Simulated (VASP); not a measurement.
# CuO (P-1) in VASP: notebook

Runs on CuO. Level: PBE. Tasks: single point.

Everything below comes from runs of VASP 6.6.1. Logs are shortened: lines on timing, memory, paths and dates and some standing lists are left out, and cuts for length are marked.

## Step 1: The cell of the first run

The typed cell holds 4 atoms: a = 2.841 Å, b = 2.841 Å, c = 5.106 Å, α = 89.81°, β = 89.81°, γ = 89.22°.

## Step 2: Single point, PBE

The input, INCAR:

```
PREC     = Accurate       # precision mode
ENCUT    = 520            # plane-wave cutoff, eV
EDIFF    = 1E-6           # SCF threshold, eV
ISMEAR   = -1             # smearing method
SIGMA    = 0.05           # smearing width, eV
LREAL    = F              # projectors in reciprocal space
LASPH    = T              # aspherical terms in the spheres
NELM     = 60             # most SCF steps
ALGO     = Normal         # electronic algorithm
ISIF     = 2              # what is computed and relaxed
LWAVE    = F              # write WAVECAR
LCHARG   = T              # write CHGCAR
GGA      = PE             # functional
LELF     = T              # ELF
LVHAR    = T            
NBANDS   = 25             # bands
```

The input, KPOINTS:

```
regular mesh
0
Gamma
  9 9 5
```

The input, POSCAR:

```
CuO
1.0
    2.8405840181      0.0000000000      0.0000000000
    0.0385446830      2.8403655272      0.0000000000
    0.0172589332      0.0170118330      5.1063800938
Cu O
2 2
Direct
    0.0000000000      0.5000000000      0.0000000000
    0.5000000000      0.0000000000      0.5000000000
    0.9984239700      0.0016717800      0.7498871000
    0.0015760300      0.9983282200      0.2501129000
```

Potentials or basis: VASP PAW PBE potentials, release 64 (Cu, O).

On the command line:

```
$ cat potpaw_PBE.64/Cu/POTCAR potpaw_PBE.64/O/POTCAR > POTCAR
$ mpirun -np 1 vasp_std > vasp.out
```

OUTCAR:

```text
PREC = Accurate
   ENCUT = 520
   EDIFF = 1E-6
   ISMEAR = -1
   LREAL = F
   LASPH = T
   NELM = 60
   ISIF = 2
   GGA = PE

 ion  position               nearest neighbor table
   1  0.000  0.500  0.000-   3 1.91   4 1.91   3 1.91   4 1.91
   2  0.500  0.000  0.500-   3 1.91   4 1.91   4 1.91   3 1.91
   3  0.998  0.002  0.750-   2 1.91   2 1.91   1 1.91   1 1.91
   4  0.002  0.998  0.250-   2 1.91   2 1.91   1 1.91   1 1.91

  LATTYP: Found a base centered monoclinic cell.
 ALAT       =    10.9666693254
 B/A-ratio  =     0.3638182808
 C/A-ratio  =     0.4656324948
 COS(beta)  =    -0.9295148209

  Lattice vectors:

 A1 = (   2.8233250849,  -0.0170118330,  -5.1063800938)
 A2 = (   0.0212857498,   2.8233536942,  -5.1063800938)
 A3 = (   0.0172589332,   0.0170118330,   5.1063800938)

Analysis of symmetry for initial positions (statically):
=====================================================================
 Subroutine PRICEL returns:
 Original cell was already a primitive cell.

 Routine SETGRP: Setting up the symmetry group for a
 base centered monoclinic supercell.

 Subroutine GETGRP returns: Found  2 space group operations
 (whereof  2 operations were pure point group operations)
 out of a pool of  4 trial point group operations.

The static configuration has the point symmetry S_2 .

Analysis of symmetry for dynamics (positions and initial velocities):
=====================================================================
 Subroutine PRICEL returns:
 Original cell was already a primitive cell.

 Routine SETGRP: Setting up the symmetry group for a
 base centered monoclinic supercell.

 Subroutine GETGRP returns: Found  2 space group operations
 (whereof  2 operations were pure point group operations)
 out of a pool of  4 trial point group operations.

The dynamic configuration has the point symmetry S_2 .

 Subroutine INISYM returns: Found  2 space group operations
 (whereof  2 operations are pure point group operations),
 and found     1 'primitive' translations

----------------------------------------------------------------------------------------

[... 90 lines left out ...]
   ISPIN  =      1    spin polarized calculation?
   LNONCOLLINEAR =      F non collinear calculations
   LSORBIT =      F    spin-orbit coupling
   LASPH  =      T    aspherical Exc in radial PAW
   ENCUT  =  520.0 eV  38.22 Ry    6.18 a.u.   5.28  5.28  9.49*2*pi/ulx,y,z
   NELM   =     60;   NELMIN=  2; NELMDL= -5     # of ELM steps
   EDIFF  = 0.1E-05   stopping-criterion for ELM
   LREAL  =      F    real-space projection
   EDIFFG = 0.1E-04   stopping-criterion for IOM
   NSW    =      0    number of steps for IOM
   IBRION =     -1    ionic relax: 0-MD 1-quasi-New 2-CG
   NFREE  =      0    steps in history (QN), initial steepest desc. (CG)
   ISIF   =      2    stress and relaxation
   ISYM   =      2    0-nonsym 1-usesym 2-fastsym
   POTIM  = 0.5000    time-step for ionic-motion
   TEBEG  =    0.0;   TEEND  =   0.0 temperature during run
   PSTRESS=    0.0 pullay stress
   NELECT =      34.0000    total number of electrons
   NUPDOWN=      -1.0000    fix difference up-down
   EMIN   =  10.00;   EMAX   =-10.00  energy-range for DOS
   EFERMI =   0.00;   METHOD = LEGACY
   ISMEAR =    -1;   SIGMA  =   0.05  broadening in eV -4-tet -1-fermi 0-gaus
   EFERMI_NEDOS =   21; number of points for ismear=-14 and -15
   IALGO  =     38    algorithm
   IMIX   =      4    mixing-type and parameters
     AMIX     =   0.40;   BMIX     =  1.00
     AMIX_MAG =   1.60;   BMIX_MAG =  1.00
  volume/ion in A,a.u.               =      10.30        69.51
  Fermi-wavevector in a.u.,A,eV,Ry     =   1.535569  2.901806 32.082178  2.357974
  Thomas-Fermi vector in A             =   2.642340
   LORBIT       =      0    0 simple, 1 ext, 2 COOP (PROOUT), +10 PAW based schemes
   GGA     = PE    functional components
   LHFCALC =     F    Hartree Fock is set to
   AEXX    =    0.0000 exact exchange contribution
   IVDW    =     0    specifies the selected vdW correction
   LEPSILON=     F    determine dielectric tensor
   LRPA    =     F    only Hartree local field effects (RPA)
 non-spin polarized calculation
  energy-cutoff  :      520.00
  volume of cell :       41.20
 maximum number of plane-waves:      1127
 NGX is ok and might be reduce to    24
   NGX = 11   NGY = 11   NGZ = 19

 number of electron      33.9999975 magnetization

 Free energy of the ion-electron system (eV)
  ---------------------------------------------------
  ext. energy  EPLUGINS =         0.00000000
  ---------------------------------------------------
  free energy    TOTEN  =       -19.57643220 eV

  energy without entropy =      -19.55746792  energy(sigma->0) =      -19.56695006

 E-fermi :   5.8163     XC(G=0): -11.7359

 val. band max:        5.8140136050   @ k =   0.4444   0.4444   0.4000
 cond. band min:       5.8396404474   @ k =  -0.2222   0.1111  -0.0000
 fundamental gap:      0.0256268424
 Fermi energy:         5.8162564270

 k-point     1 :       0.0000    0.0000    0.0000
  band No.  band energies     occupation
      1     -14.5825      2.00000
      2     -13.1659      2.00000
      3      -2.9729      2.00000
      4      -0.0403      2.00000
      5      -0.0115      2.00000
      6       1.6940      2.00000
[... 661 lines left out ...]
     24      18.3307      0.00000
     25      21.9466      0.00000

 [... further k-points ...]

------------------------ aborting loop because EDIFF is reached ----------------------------------------

  FORCE on cell =-STRESS in cart. coord.  units (eV):
  Direction    XX          YY          ZZ          XY          YZ          ZX
  --------------------------------------------------------------------------------------
  -------------------------------------------------------------------------------------
  Total        3.6381480      3.6195299      4.0835109      0.0084448      0.0134582      0.0086102
  in kB      141.4802869    140.7562666    158.7995572      0.3284008      0.5233643      0.3348344
  external PRESSURE =     147.0120369 kB  Pullay stress =       0.0000000 kB

 VOLUME and BASIS-vectors are now :
 -----------------------------------------------------------------------------
  energy-cutoff  :      520.00
  volume of cell :       41.20
      direct lattice vectors                 reciprocal lattice vectors
     2.840584018  0.000000000  0.000000000     0.352040282 -0.004777301 -0.001173937
     0.038544683  2.840365527  0.000000000     0.000000000  0.352067363 -0.001172907
     0.017258933  0.017011833  5.106380094     0.000000000  0.000000000  0.195833444

 POSITION                                       TOTAL-FORCE (eV/Angst)
 -----------------------------------------------------------------------------------
      0.01927      1.42018      0.00000        -0.000000     -0.000000      0.000000
      1.42892      0.00851      2.55319        -0.000000      0.000000      0.000000
      2.84911      0.01751      3.82921        -0.000008     -0.001696      0.012371
      0.04727      2.83987      1.27717         0.000008      0.001696     -0.012371
 -----------------------------------------------------------------------------------
    total drift:                                0.000000     -0.000000     -0.000000

  FREE ENERGIE OF THE ION-ELECTRON SYSTEM (eV)
  ---------------------------------------------------
  free  energy   TOTEN  =       -19.5764322018 eV

  energy  without entropy=      -19.5574679239  energy(sigma->0) =      -19.56695006
```

stdout:

```text
POSCAR found type information on POSCAR CuO
 POSCAR found :  2 types and       4 ions
 scaLAPACK will be used
 LDA part: xc-table for (Slater+PW92), standard interpolation
 POSCAR, INCAR and KPOINTS ok, starting setup
 FFT: planning ... GRIDC
 FFT: planning ... GRID_SOFT
 FFT: planning ... GRID
 WAVECAR not read
 entering main loop
```

Wall time 2.1 min (1 thread of Intel Xeon Platinum 8488C (Sapphire Rapids), shared host); peak memory 0.29 GiB.

What came out:

```
Free energy            : -19.5764 eV
Pressure               : 14.7 GPa
Largest force          : 0.012 eV/Å
Band gap on the k mesh : zero (band 17 reaches 6.50 eV, above the bottom of band 18 at 5.53 eV)
```

Forces on the atoms (eV/Å):
```
Cu   0.000  0.000  0.000
Cu   0.000  0.000  0.000
O    0.000 -0.002  0.012
O    0.000  0.002 -0.012
```

Stress tensor (GPa, compression positive):
```
14.15  0.03  0.03
 0.03 14.08  0.05
 0.03  0.05 15.88
```

Caveat: semilocal functionals often make such compounds metallic where correlation or magnetic order opens a gap, which also shifts bond lengths.

## Step 3: Single point, PBE

This run uses another cell than the first one, of 10.51 Å³/atom, 1.021 times its volume.

The input, INCAR:

```
PREC = Accurate ; ENCUT = 520
EDIFF = 1E-7 ; ISMEAR = -1
SIGMA = 0.05 ; LREAL = False
LASPH = True ; NELM = 60
ALGO = Normal ; ISIF = 2
LWAVE = False ; LCHARG = False
GGA = PE ; NBANDS = 25
```

KPOINTS is that of step 2.

The input, POSCAR:

```
CuO
1.0
    2.8601748718      0.0000000000      0.0000000000
    0.0388105168      2.8599548740      0.0000000000
    0.0173779641      0.0171291597      5.1415976211
Cu O
2 2
Direct
    0.0000000000      0.5000000000      0.0000000000
    0.5000000000      0.0000000000      0.5000000000
    0.9984239700      0.0016717800      0.7498871000
    0.0015760300      0.9983282200      0.2501129000
```

Potentials or basis: VASP PAW PBE potentials, release 64 (Cu, O).

On the command line:

```
$ cat potpaw_PBE.64/Cu/POTCAR potpaw_PBE.64/O/POTCAR > POTCAR
$ mpirun -np 1 vasp_std > vasp.out
```

It took 2 min on 1 thread of Intel Xeon Platinum 8488C (Sapphire Rapids), shared host; peak memory 0.29 GiB.

Results (log left out):

```yaml
Free_energy: -19.6448 eV
Pressure: 10.4 GPa
Largest_force: 0.011 eV/Å
Band_gap_on_the_k_mesh: zero (band 17 reaches 6.21 eV, above the bottom of band 18 at 5.25 eV)
```

Forces on the atoms (eV/Å):
```
Cu   0.000  0.000  0.000
Cu   0.000  0.000  0.000
O    0.001 -0.003  0.011
O   -0.001  0.003 -0.011
```

Stress tensor (GPa, compression positive):
```
10.43  0.00  0.02
 0.00 10.37  0.04
 0.02  0.04 10.52
```

Levels at points of the mesh, in eV from the Fermi level:
```csv
k point,band 14,band 15,band 16,band 17,band 18,band 19,band 20,band 21
"(0.00, 0.00, 0.00)",-2.50,-2.42,-2.10,0.68,0.71,1.57,6.24,7.47
```

Caveat: semilocal functionals often make such compounds metallic where correlation or magnetic order opens a gap, which also shifts bond lengths.
